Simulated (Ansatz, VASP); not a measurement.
## One calculation of BaTiO3, two programs

Contents of INCAR:

```
SYSTEM = BaTiO3
ALGO = Normal ; EDIFF = 1E-8
ENCUT = 520 ; GGA = PE
ISIF = 2 ; ISMEAR = -1
LASPH = .True. ; LCHARG = .False.
LEFG = .True. ; LREAL = .False.
LWAVE = .False. ; NBANDS = 28
NELM = 100 ; PREC = Accurate
SIGMA = 0.03
```

File KPOINTS:

```
k-points
0
Gamma
  7 7 7
  0 0 0
```

Contents of POSCAR:

```
BaTiO3
1.0
    3.9998000000     -0.0599970000     -0.0599970000
   -0.0599970000      3.9998000000     -0.0599970000
   -0.0602700000     -0.0602700000      4.0180000000
Ba Ti O
1 1 3
Direct
    0.0000000000      0.0000000000      0.0000000000
    0.5000000000      0.5000000000      0.5000000000
    0.5000000000      0.5000000000      0.0000000000
    0.5000000000      0.0000000000      0.5000000000
    0.0000000000      0.5000000000      0.5000000000
```

Input for Ansatz:

```yaml
crystal:
  lattice:
    - [3.9998, -0.059997, -0.059997]
    - [-0.059997, 3.9998, -0.059997]
    - [-0.06027, -0.06027, 4.018]
  atoms:
    - { symbol: Ba, position: [0.0, 0.0, 0.0] }
    - { symbol: Ti, position: [0.5, 0.5, 0.5] }
    - { symbol: O, position: [0.5, 0.5, 0.0] }
    - { symbol: O, position: [0.5, 0.0, 0.5] }
    - { symbol: O, position: [0.0, 0.5, 0.5] }
kpoints:
  mp_grid: { grid: [7, 7, 7] }
scf:
  occupations: { method: fermi_dirac, width: 0.03 }
hamiltonian:
  xc: pbe
  pseudopotentials: { kind: paw }
output:
  forces: true
  stress: true
  eigenvalues: true
  efg: { contact_densities: true }
```

Change from the starting cell: equal xy, yz and zx shear strains of -3 %, PAW files.

Alike in both runs: task electric field gradients; functional PBE; k mesh 7 × 7 × 7; occupations fermi-dirac, width 0.03 eV; no spin polarisation.

|  | VASP | Ansatz |
| --- | --- | --- |
| version | VASP 6.6.1 | Ansatz 0.2.0 |
| potentials or method | VASP PAW PBE potentials, release 64 (Ba_sv, Ti_sv, O) | PAW with Ansatz's default frozen-core files, scalar-relativistic |
| plane-wave cutoff (eV) | 520 | 420 |
| valence electrons in the cell | 40 | 40 |

|  | VASP | Ansatz | Ansatz less VASP |
| --- | --- | --- | --- |
| gap on the k mesh at the Fermi level (eV) | 1.60 | 1.63 | +0.028 |
| pressure (GPa) | 3.7 | 1.9 | -1.79 |
| traceless stress, the component that is largest in VASP (GPa) | 3.81 | 3.70 | -0.108 |
| size of Vzz on the site where it differs most (V/Å²) | 35.2 | 32.1 | -3.03 |

Spin-orbit coupling is off throughout.
